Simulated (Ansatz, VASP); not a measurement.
One calculation of Hf4O3, two programs

INCAR

```
  PREC = Accurate
  ENCUT = 520
  EDIFF = 1E-6
  ISMEAR = 0
  SIGMA = 0.2
  LREAL = False
  LASPH = True
  NELM = 60
  ALGO = Normal
  ISIF = 2
  LWAVE = False
  LCHARG = False
  GGA = PE
  NBANDS = 38
```

The input KPOINTS:

```
Automatic mesh
0
Gamma
  4 4 4
```

Contents of POSCAR:

```
Hf4O3
1.0
    4.8016942763      0.0000000000      0.0000000000
    0.0000000000      4.8016942763      0.0000000000
    0.0000000000      0.0000000000      5.0552173057
Hf O
4 3
Direct
    0.2506257057      0.2506257057      0.2517013754
    0.7493742943      0.7493742943      0.2517013754
    0.7493742943      0.2506257057      0.7482986246
    0.2506257057      0.7493742943      0.7482986246
    0.0000000000      0.0000000000      1.0000000000
    0.0000000000      0.0000000000      0.5000000000
    0.5000000000      0.5000000000      1.0000000000
```

Input for Ansatz:

```yaml
crystal:
  lattice:
    - [4.8016942763, 0.0, 0.0]
    - [0.0, 4.8016942763, 0.0]
    - [0.0, 0.0, 5.0552173057]
  atoms:
    - { symbol: Hf, position: [0.2506257057, 0.2506257057, 0.2517013754] }
    - { symbol: Hf, position: [0.7493742943, 0.7493742943, 0.2517013754] }
    - { symbol: Hf, position: [0.7493742943, 0.2506257057, 0.7482986246] }
    - { symbol: Hf, position: [0.2506257057, 0.7493742943, 0.7482986246] }
    - { symbol: O, position: [0.0, 0.0, 1.0] }
    - { symbol: O, position: [0.0, 0.0, 0.5] }
    - { symbol: O, position: [0.5, 0.5, 1.0] }
basis:
  ecutwfc: 420
kpoints:
  mp_grid: { grid: [4, 4, 4] }
hamiltonian:
  xc: pbe
scf:
  occupations: { method: gaussian, width: 0.2 }
  lower_state_search: "off"
output:
  forces: true
  stress: true
  eigenvalues: true
```

Alike in both runs: task single point; functional PBE; k mesh 4 × 4 × 4; occupations gaussian, width 0.2 eV; no spin polarisation.

|  | VASP | Ansatz |
| --- | --- | --- |
| version | VASP 6.6.1 | Ansatz 0.2.0 |
| potentials or method | VASP PAW PBE potentials, release 64 (Hf_pv, O), cutoff 520 eV | scalar-relativistic, plane waves, PAW |
| valence electrons in the cell | 58 | 122 |

```tsv
	VASP	Ansatz	Ansatz less VASP
gap on the k mesh at the Fermi level (eV)	none	none	-
pressure (GPa)	-1.6	0.1	+1.69
traceless stress, the component that is largest in VASP (GPa)	-0.22	-0.19	+0.035
rms of the force components (eV/Å)	0.056	0.011	-0.0449
```

Atom by atom the forces differ by 0.052 eV/Å (rms over components). A gap of «none» marks a metal or a gap that the smearing closes. With one functional, cell and mesh, what is left measures potentials, basis and numerics. VASP's potentials hold 58 valence electrons a cell and Ansatz's 122, so a difference there can come from the potentials and not from the codes.

Neither program's run includes spin-orbit coupling.
